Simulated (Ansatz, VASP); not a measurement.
## Two plane-wave programs on NaCl

INCAR

```
ALGO = Normal ; EDIFF = 1E-6
ENCUT = 520 ; GGA = PE
ISIF = 2 ; ISMEAR = -1
LASPH = T ; LCHARG = F
LREAL = F ; LWAVE = F
NBANDS = 14 ; NELM = 100
PREC = Accurate ; SIGMA = 0.02
```

File KPOINTS:

```
k-points
0
Gamma
  8 8 8
```

Contents of POSCAR:

```
NaCl
1.0
    0.0171343639      3.0872727775      3.0872727775
    3.0872727775      0.0171343639      3.0872727775
    3.1044071414      3.1044071414      0.0000000000
Na Cl
1 1
Direct
    0.0012483145      0.0012483145     -0.0012483145
    0.2487516855      0.2487516855      0.2512483145
```

Input for Ansatz:

```yaml
crystal:
  lattice:
    - [0.0171343639, 3.0872727775, 3.0872727775]
    - [3.0872727775, 0.0171343639, 3.0872727775]
    - [3.1044071414, 3.1044071414, 0.0]
  atoms:
    - { symbol: Na, position: [0.0012483145, 0.0012483145, -0.0012483145] }
    - { symbol: Cl, position: [0.2487516855, 0.2487516855, 0.2512483145] }
kpoints:
  mp_grid: { grid: [8, 8, 8] }
  band_path:
    path:
      - [0.0, 0.0, 0.0]
      - [-0.5, -0.5, 0.0]
      - [-0.375, -0.375, 0.25]
      - [-0.375, 0.0, 0.375]
      - [0.0, 0.0, 0.5]
      - [-0.5, -0.25, 0.25]
    npoints: 1
hamiltonian:
  xc: pbe
scf:
  occupations: { method: fermi_dirac, width: 0.02 }
  n_extra_bands: 4
output:
  forces: true
  stress: true
  eigenvalues: true
```

Change from the starting cell: shear_xy strain +1.1%.

Alike in both runs: task single point; functional PBE; k mesh 8 × 8 × 8; occupations fermi-dirac, width 0.02 eV; no spin polarisation.

```csv
,VASP,Ansatz
version,VASP 6.6.1,Ansatz 0.2.0
potentials or method,"VASP PAW PBE potentials, release 64 (Na_pv, Cl)","plane waves, PAW"
plane-wave cutoff (eV),520,420
valence electrons in the cell,14,16
```

```tsv
	VASP	Ansatz	Ansatz less VASP
gap on the k mesh at the Fermi level (eV)	4.93	4.93	+0.001
pressure (GPa)	0.7	0.7	+0.01
traceless stress, the component that is largest in VASP (GPa)	-0.06	-0.06	0.000
```

VASP's potentials hold 14 valence electrons a cell and Ansatz's 16, so a difference there can come from the potentials and not from the codes.
